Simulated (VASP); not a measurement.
# Re (R-3m) in VASP: notebook

Runs on Re. Level: PBEsol. Tasks: single point.

All numbers are computed with VASP 6.6.1; they aren't measurements. Logs are shortened: lines on timing, memory, paths and dates and some standing lists are left out, and cuts for length are marked.

### 1 The cell of the first run

It takes space group R-3m (No. 166, trigonal). The conventional cell has a = 2.768 Å, b = 2.768 Å, c = 19.694 Å, α = 90.00°, β = 90.00°, γ = 120.00°. Re (site symmetry -3m) has 12 Re at 2.71 to 2.77 Å within 3.6 Å. Re (site symmetry 3m) has 12 Re at 2.71 to 2.77 Å within 3.6 Å.

### 2 Single point, PBEsol (zz strain of -2 %)

Input file INCAR:

```
SYSTEM = Re
PREC = Accurate
ENCUT = 520
EDIFF = 1E-6
ISMEAR = -1
SIGMA = 0.05
LREAL = .FALSE.
LASPH = .TRUE.
NELM = 100
ALGO = Normal
ISIF = 2
LWAVE = .FALSE.
LCHARG = .FALSE.
GGA = PS
NBANDS = 18
```

Input file KPOINTS:

```
Automatic mesh
0
G
  15 15 15
  0 0 0
```

Input file POSCAR:

```
Re
1.0
    1.3839231524      0.7990084046      6.5646359267
   -1.3839231524      0.7990084046      6.5646359267
    0.0000000000     -1.5980168092      6.5646359267
Re
3
Direct
    0.0000000000      0.0000000000      0.0000000000
    0.2221738800      0.2221738800      0.2221738800
    0.7778261200      0.7778261200      0.7778261200
```

Potentials or basis: VASP PAW PBE potentials, release 64 (Re).

Run with:

```console
> cat potpaw_PBE.64/Re/POTCAR > POTCAR
> mpirun -np 1 vasp_std > vasp.out
```

OUTCAR:

```text
SYSTEM = Re
   PREC = Accurate
   ENCUT = 520
   EDIFF = 1E-6
   ISMEAR = -1
   LREAL = .FALSE.
   LASPH = .TRUE.
   NELM = 100
   ISIF = 2
   GGA = PS

 ion  position               nearest neighbor table
   1  0.000  0.000  0.000-   3 2.71   3 2.71   2 2.71   2 2.71   3 2.71   2 2.71
   2  0.222  0.222  0.222-   3 2.71   3 2.71   3 2.71   1 2.71   1 2.71   1 2.71
   3  0.778  0.778  0.778-   2 2.71   2 2.71   2 2.71   1 2.71   1 2.71   1 2.71

  LATTYP: Found a trigonal (rhomboedric) cell.
 ALAT       =     6.7563379558
 COS(alpha) =     0.9160866199

  Lattice vectors:

 A1 = (   1.3839231524,   0.7990084046,   6.5646359267)
 A2 = (  -1.3839231524,   0.7990084046,   6.5646359267)
 A3 = (   0.0000000000,  -1.5980168092,   6.5646359267)

Analysis of symmetry for initial positions (statically):
=====================================================================
 Subroutine PRICEL returns:
 Original cell was already a primitive cell.

 Routine SETGRP: Setting up the symmetry group for a
 trigonal (rhombohedral) supercell.

 Subroutine GETGRP returns: Found 12 space group operations
 (whereof 12 operations were pure point group operations)
 out of a pool of 12 trial point group operations.

The static configuration has the point symmetry D_3d.

Analysis of symmetry for dynamics (positions and initial velocities):
=====================================================================
 Subroutine PRICEL returns:
 Original cell was already a primitive cell.

 Routine SETGRP: Setting up the symmetry group for a
 trigonal (rhombohedral) supercell.

 Subroutine GETGRP returns: Found 12 space group operations
 (whereof 12 operations were pure point group operations)
 out of a pool of 12 trial point group operations.

The dynamic configuration has the point symmetry D_3d.

 Subroutine INISYM returns: Found 12 space group operations
 (whereof 12 operations are pure point group operations),
 and found     1 'primitive' translations

----------------------------------------------------------------------------------------

                                     Primitive cell

  volume of cell :      43.5537

  direct lattice vectors                    reciprocal lattice vectors
     1.383923152  0.799008405  6.564635927     0.361291737  0.208591882  0.050777124
    -1.383923152  0.799008405  6.564635927    -0.361291737  0.208591882  0.050777124
     0.000000000 -1.598016809  6.564635927     0.000000000 -0.417183764  0.050777124

  length of vectors
     6.756337956  6.756337956  6.756337956     0.420262548  0.420262548  0.420262548

  position of ions in fractional coordinates (direct lattice)
     0.000000000  0.000000000  0.000000000
     0.222173880  0.222173880  0.222173880
     0.777826120  0.777826120  0.777826120

  ion indices of the primitive-cell ions
   primitive index   ion index
                 1           1
                 2           2
                 3           3

----------------------------------------------------------------------------------------

 KPOINTS: Automatic mesh

Automatic generation of k-mesh.
 Grid dimensions read from file:
 generate k-points for:   15   15   15

 Generating k-lattice:

  Cartesian coordinates                     Fractional coordinates (reciprocal lattice)
     0.024086116  0.013906125  0.003385142     0.066666667  0.000000000 -0.000000000
    -0.024086116  0.013906125  0.003385142     0.000000000  0.066666667 -0.000000000
     0.000000000 -0.027812251  0.003385142    -0.000000000 -0.000000000  0.066666667

  Length of vectors
     0.028017503  0.028017503  0.028017503

  Shift w.r.t. Gamma in fractional coordinates (k-lattice)
     0.000000000  0.000000000  0.000000000

 Subroutine IBZKPT returns following result:
 ===========================================

 Found    344 irreducible k-points:

 Following reciprocal coordinates:
            Coordinates               Weight
  0.000000  0.000000  0.000000      1.000000
  0.066667  0.000000  0.000000      6.000000
  0.133333  0.000000 -0.000000      6.000000
  0.200000 -0.000000  0.000000      6.000000
  0.266667  0.000000 -0.000000      6.000000
  0.333333 -0.000000 -0.000000      6.000000
[... 16 lines left out ...]
  0.133333  0.133333 -0.000000      6.000000
  0.200000  0.133333  0.000000     12.000000
 [... further k-points ...]
   k-points           NKPTS =    344   k-points in BZ     NKDIM =    344   number of bands    NBANDS=     18
   number of dos      NEDOS =    301   number of ions     NIONS =      3
   total plane-waves  NPLWV = 125000
   dimension x,y,z NGX =    50 NGY =   50 NGZ =   50
   dimension x,y,z NGXF=   100 NGYF=  100 NGZF=  100
   ions per type =               3
   NGX,Y,Z   is equivalent  to a cutoff of  12.30, 12.30, 12.30 a.u.
   NGXF,Y,Z  is equivalent  to a cutoff of  24.61, 24.61, 24.61 a.u.
 SYSTEM =  Re
   PREC   = accura    normal or accurate (medium, high low for compatibility)
   ISTART =      0    job   : 0-new  1-cont  2-samecut
   ICHARG =      2    charge: 1-file 2-atom 10-const
   ISPIN  =      1    spin polarized calculation?
   LNONCOLLINEAR =      F non collinear calculations
   LSORBIT =      F    spin-orbit coupling
   LASPH  =      T    aspherical Exc in radial PAW
   ENCUT  =  520.0 eV  38.22 Ry    6.18 a.u.  12.56 12.56 12.56*2*pi/ulx,y,z
   NELM   =    100;   NELMIN=  2; NELMDL= -5     # of ELM steps
   EDIFF  = 0.1E-05   stopping-criterion for ELM
   LREAL  =      F    real-space projection
   EDIFFG = 0.1E-04   stopping-criterion for IOM
   NSW    =      0    number of steps for IOM
   IBRION =     -1    ionic relax: 0-MD 1-quasi-New 2-CG
   NFREE  =      0    steps in history (QN), initial steepest desc. (CG)
   ISIF   =      2    stress and relaxation
   ISYM   =      2    0-nonsym 1-usesym 2-fastsym
   POTIM  = 0.5000    time-step for ionic-motion
   TEBEG  =    0.0;   TEEND  =   0.0 temperature during run
   PSTRESS=    0.0 pullay stress
   NELECT =      21.0000    total number of electrons
   NUPDOWN=      -1.0000    fix difference up-down
   EMIN   =  10.00;   EMAX   =-10.00  energy-range for DOS
   EFERMI =   0.00;   METHOD = LEGACY
   ISMEAR =    -1;   SIGMA  =   0.05  broadening in eV -4-tet -1-fermi 0-gaus
   EFERMI_NEDOS =   21; number of points for ismear=-14 and -15
   IALGO  =     38    algorithm
   IMIX   =      4    mixing-type and parameters
     AMIX     =   0.40;   BMIX     =  1.00
     AMIX_MAG =   1.60;   BMIX_MAG =  1.00
  volume/ion in A,a.u.               =      14.52        97.97
  Fermi-wavevector in a.u.,A,eV,Ry     =   1.283728  2.425893 22.421808  1.647956
  Thomas-Fermi vector in A             =   2.415963
   LORBIT       =      0    0 simple, 1 ext, 2 COOP (PROOUT), +10 PAW based schemes
   GGA     = PS    functional components
   LHFCALC =     F    Hartree Fock is set to
   AEXX    =    0.0000 exact exchange contribution
   IVDW    =     0    specifies the selected vdW correction
   LEPSILON=     F    determine dielectric tensor
   LRPA    =     F    only Hartree local field effects (RPA)
 non-spin polarized calculation
  energy-cutoff  :      520.00
  volume of cell :       43.55
 maximum number of plane-waves:      1187
   NGX = 25   NGY = 25   NGZ = 25

 number of electron      21.0000000 magnetization

 Free energy of the ion-electron system (eV)
  ---------------------------------------------------
  ext. energy  EPLUGINS =         0.00000000
  ---------------------------------------------------
  free energy    TOTEN  =       -40.06854837 eV

  energy without entropy =      -40.04999291  energy(sigma->0) =      -40.05927064

 E-fermi :   7.9609     XC(G=0): -13.8916

 val. band max:        7.9583715409   @ k =  -0.2000   0.0667   0.0667
 cond. band min:       7.9623640783   @ k =  -0.3333   0.4000   0.2667
 fundamental gap:      0.0039925374
 Fermi energy:         7.9609370720

 k-point     1 :       0.0000    0.0000    0.0000
  band No.  band energies     occupation
      1      -2.1067      2.00000
      2       1.0480      2.00000
      3       1.1162      2.00000
      4       5.8611      2.00000
      5       5.8611      2.00000
      6       6.2591      2.00000
[... 10 lines left out ...]
     17      11.2631      0.00000
     18      11.2631      0.00000

 k-point     2 :       0.0667    0.0000    0.0000
  band No.  band energies     occupation
      1      -1.9217      2.00000
      2       1.2132      2.00000
      3       1.3079      2.00000
      4       5.5349      2.00000
      5       5.7173      2.00000
      6       5.9568      2.00000
[... 10 lines left out ...]
     17      11.2635      0.00000
     18      11.4912      0.00000

 k-point     3 :       0.1333    0.0000   -0.0000
  band No.  band energies     occupation
      1      -1.3901      2.00000
      2       1.6566      2.00000
      3       1.8414      2.00000
      4       4.7481      2.00000
      5       5.0478      2.00000
      6       5.5095      2.00000
[... 10 lines left out ...]
     17      11.3198      0.00000
     18      12.2377      0.00000

 k-point     4 :       0.2000   -0.0000    0.0000
  band No.  band energies     occupation
      1      -0.5905      2.00000
      2       2.1459      2.00000
      3       2.5526      2.00000
      4       4.0165      2.00000
      5       4.4183      2.00000
      6       5.0452      2.00000
[... 375 lines left out ...]
      4       5.0265      2.00000
      5       5.1914      2.00000
      6       5.6195      2.00000
[... 10 lines left out ...]
     17      11.6162      0.00000
     18      11.8221      0.00000

 k-point    23 :       0.1333    0.1333   -0.0000
  band No.  band energies     occupation
      1      -1.3570      2.00000
      2       1.5889      2.00000
      3       1.8315      2.00000
      4       4.8445      2.00000
      5       5.0772      2.00000
      6       5.4706      2.00000
[... 10 lines left out ...]
     17      11.6214      0.00000
     18      12.1642      0.00000

 k-point    24 :       0.2000    0.1333    0.0000
  band No.  band energies     occupation
      1      -0.8426      2.00000
      2       1.9468      2.00000
      3       2.2712      2.00000
      4       4.4199      2.00000
      5       4.6056      2.00000
      6       5.1503      2.00000
[... 10 lines left out ...]
     17      11.9471      0.00000
     18      12.9698      0.00000

 [... further k-points ...]
[... 5 lines left out ...]
  --------------------------------------------------------------------------------------
  -------------------------------------------------------------------------------------
  Total       -0.3947337     -0.3947337      1.9014281      0.0000000     -0.0000000      0.0000000
  in kB      -14.5207668    -14.5207668     69.9463848      0.0000000     -0.0000000      0.0000000
  external PRESSURE =      13.6349504 kB  Pullay stress =       0.0000000 kB

 VOLUME and BASIS-vectors are now :
 -----------------------------------------------------------------------------
  energy-cutoff  :      520.00
  volume of cell :       43.55
      direct lattice vectors                 reciprocal lattice vectors
     1.383923152  0.799008405  6.564635927     0.361291737  0.208591882  0.050777124
    -1.383923152  0.799008405  6.564635927    -0.361291737  0.208591882  0.050777124
     0.000000000 -1.598016809  6.564635927     0.000000000 -0.417183764  0.050777124

 POSITION                                       TOTAL-FORCE (eV/Angst)
 -----------------------------------------------------------------------------------
      0.00000      0.00000      0.00000        -0.000000     -0.000000      0.000000
      0.00000      0.00000      4.37547         0.000000     -0.000000      0.019742
      0.00000      0.00000     15.31844         0.000000      0.000000     -0.019742
 -----------------------------------------------------------------------------------
    total drift:                               -0.000000      0.000000     -0.000000

  FREE ENERGIE OF THE ION-ELECTRON SYSTEM (eV)
  ---------------------------------------------------
  free  energy   TOTEN  =       -40.0685483744 eV

  energy  without entropy=      -40.0499929136  energy(sigma->0) =      -40.05927064
```

Run time: 18 min. Hardware: 1 thread of Intel Xeon Platinum 8124M at 3.00GHz (Skylake/Cascade Lake), shared host; peak memory 0.5 GiB.

Results:

```
Free energy            : -40.0685 eV
Pressure               : 1.4 GPa
Largest force          : 0.020 eV/Å
Band gap on the k mesh : zero (an odd number of electrons rules out a gap without spin polarisation)
```

Forces in eV/Å, atoms in the order of the input:
```
Re   0.000  0.000  0.000
Re   0.000  0.000  0.020
Re   0.000  0.000 -0.020
```

Caveat: the cell differs from its parent crystal (zz strain of -2 %); the stress differs along the axes, from -1 to 7 GPa; the PAW data sets were made with another functional, which shifts forces and pressure a little; spin-orbit coupling is left out, which moves the levels of the heavy elements.

### 3 Single point, PBEsol (zz strain of +1 %)

Input file INCAR:

```
SYSTEM = Re
ALGO = Normal
EDIFF = 1E-6
ENCUT = 520
GGA = PS
ISIF = 2
ISMEAR = -1
LASPH = .True.
LCHARG = .False.
LREAL = .False.
LWAVE = .False.
NBANDS = 18
NELM = 60
PREC = Accurate
SIGMA = 0.05
```

Input file KPOINTS:

```
k-points
0
Gamma
  15 15 15
  0 0 0
```

Input file POSCAR:

```
Re
1.0
    1.3839231524      0.7990084046      6.7655941694
   -1.3839231524      0.7990084046      6.7655941694
    0.0000000000     -1.5980168092      6.7655941694
Re
3
Direct
    0.0000000000      0.0000000000      0.0000000000
    0.2221738800      0.2221738800      0.2221738800
    0.7778261200      0.7778261200      0.7778261200
```

Potentials or basis: VASP PAW PBE potentials, release 64 (Re).

Run with:

```console
> cat potpaw_PBE.64/Re/POTCAR > POTCAR
> mpirun -np 1 vasp_std > vasp.out
```

It took 24 min on 1 thread of Intel Xeon Platinum 8124M at 3.00GHz (Skylake/Cascade Lake), shared host; peak memory 0.55 GiB.

Results (log left out):

| Item | Value |
| --- | --- |
| Free energy | -40.0383 eV |
| Pressure | -10.2 GPa |
| Largest force | 0.051 eV/Å |
| Band gap on the k mesh | zero (an odd number of electrons rules out a gap without spin polarisation) |

Forces on the atoms (eV/Å):
```
Re   0.000  0.000  0.000
Re   0.000  0.000 -0.051
Re   0.000  0.000  0.051
```

Stress tensor (GPa, compression positive):
```
 -8.51   0.00   0.00
  0.00  -8.51   0.00
  0.00   0.00 -13.66
```

Levels at points of the mesh, in eV from the Fermi level:
```tsv
k point	band 8	band 9	band 10	band 11	band 12	band 13
(0.00, 0.00, 0.00)	-1.71	-1.51	-1.51	-1.12	-1.12	0.58
```

Caveat: the cell differs from its parent crystal (zz strain of +1 %); the stress differs along the axes, from -14 to -9 GPa; the PAW data sets were made with another functional, which shifts forces and pressure a little; spin-orbit coupling is left out, which moves the levels of the heavy elements.
